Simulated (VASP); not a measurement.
# Ta6HN6F: single point with PBE+D3(BJ)

Ta6HN6F, a slab with vacuum:

```
CELL_PARAMETERS angstrom
5.20850 0.00000 0.00000
-2.60425 4.51069 0.00000
0.00000 0.00000 16.37212
ATOMIC_POSITIONS crystal
Ta 0.00000 0.00000 0.06108
Ta 0.32828 0.66508 0.13574
Ta 0.65917 0.33028 0.13593
Ta 0.98083 0.99361 0.23605
Ta 0.30224 0.65525 0.31665
Ta 0.63055 0.30820 0.31832
N 0.39239 0.00000 0.06108
N 0.60761 0.60761 0.06108
N 0.00000 0.39239 0.06108
N 0.36608 0.98759 0.23004
N 0.59377 0.60584 0.23539
N 0.98022 0.38751 0.23290
F 0.91146 0.44927 0.41406
H 0.37929 0.97723 0.38753
```

* Program: VASP 6.6.1
* Task: single point
* Functional: PBE
* Dispersion: D3(BJ)
* Potentials or basis: VASP PAW PBE potentials, release 64 (Ta_pv, N, F, H)
* Cutoff: 520 eV
* k mesh: 2 × 2 × 1
* Occupations: gaussian, width 0.05 eV
* Spin: no spin polarisation

* Largest force: 2.458 eV/Å
* Band gap on the k mesh: 0.10 eV (least direct gap 0.26 eV)
* Dispersion energy per atom: -0.240 eV

Forces in eV/Å, atoms in the order of the input:
```
Ta  -0.248  0.047  0.633
Ta   0.005 -0.002  0.078
Ta  -0.005  0.001  0.075
Ta  -0.031 -0.002 -0.006
Ta  -0.044  0.011  0.103
Ta  -0.067 -0.028 -0.095
N   -2.398 -0.170 -0.512
N    1.118  1.977 -0.136
N    0.862 -2.055 -0.027
N   -0.011  0.005  0.000
N   -0.036 -0.033  0.014
N   -0.020 -0.001 -0.001
F    0.722  0.153 -0.217
H    0.152  0.095  0.092
```

Levels at points of the mesh, in eV from the valence-band top:
| k point | band 48 | band 49 | band 50 | band 51 | band 52 | band 53 | band 54 | band 55 | band 56 | band 57 |
| --- | --- | --- | --- | --- | --- | --- | --- | --- | --- | --- |
| (0.00, 0.00, 0.00) | -1.74 | -0.92 | -0.74 | -0.18 | 0.00 | 0.26 | 0.45 | 1.56 | 1.95 | 1.98 |
| (0.50, 0.00, 0.00) | -1.49 | -1.25 | -0.97 | -0.54 | -0.22 | 0.41 | 0.87 | 1.39 | 1.64 | 1.93 |
| (0.00, 0.50, 0.00) | -1.40 | -1.32 | -1.07 | -0.55 | -0.23 | 0.35 | 0.74 | 1.66 | 1.80 | 1.97 |
| (0.50, 0.50, 0.00) | -1.46 | -1.29 | -1.12 | -0.47 | -0.23 | 0.10 | 0.42 | 1.55 | 1.85 | 2.04 |

It took 5.3 min on 1 thread of Intel(R) Xeon(R) Platinum 8259CL CPU @ 2.50GHz (Skylake/Cascade Lake) (shared host), peak memory 0.54 GiB.

Caveat: the k points lie up to 0.70 Å⁻¹ apart; there is no dipole correction, which matters where the two faces differ; spin-orbit coupling is left out, which moves the levels of the heavy elements.
